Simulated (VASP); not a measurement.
MgO:

```
Mg O
1.0
    -0.03448    2.06769    2.06769
     2.06769   -0.03448    2.06769
     2.06769    2.06769   -0.03448
Mg O
1 1
Direct
  0.00000 0.00000 0.00000
  0.50000 0.50000 0.50000
```

This cell differs from its parent crystal: strain along [111] -2.5%.

Base run:

- Program: VASP 6.6.1
- Functional: PBE
- Potentials or basis: VASP PAW PBE potentials, release 64 (Mg_sv, O)
- Cutoff: 840 eV
- k mesh: 10 × 10 × 10
- Occupations: fermi-dirac, width 0.02 eV
- Spin: no spin polarisation

Its results: band gap on the k mesh 4.91 eV; pressure 10.3 GPa.

Task: The run is repeated on the same cell with these changes: functional from PBE to r2SCAN; cutoff from 840 eV to 920 eV; occupations from fermi-dirac, width 0.02 eV to gaussian, width 0.01 eV. What comes out?

Result: Band gap on the k mesh 5.82 eV; pressure 4.9 GPa.

Caveats: the cell stands under pressure; the PAW data sets were made with another functional, which shifts forces and pressure a little (at least some runs).

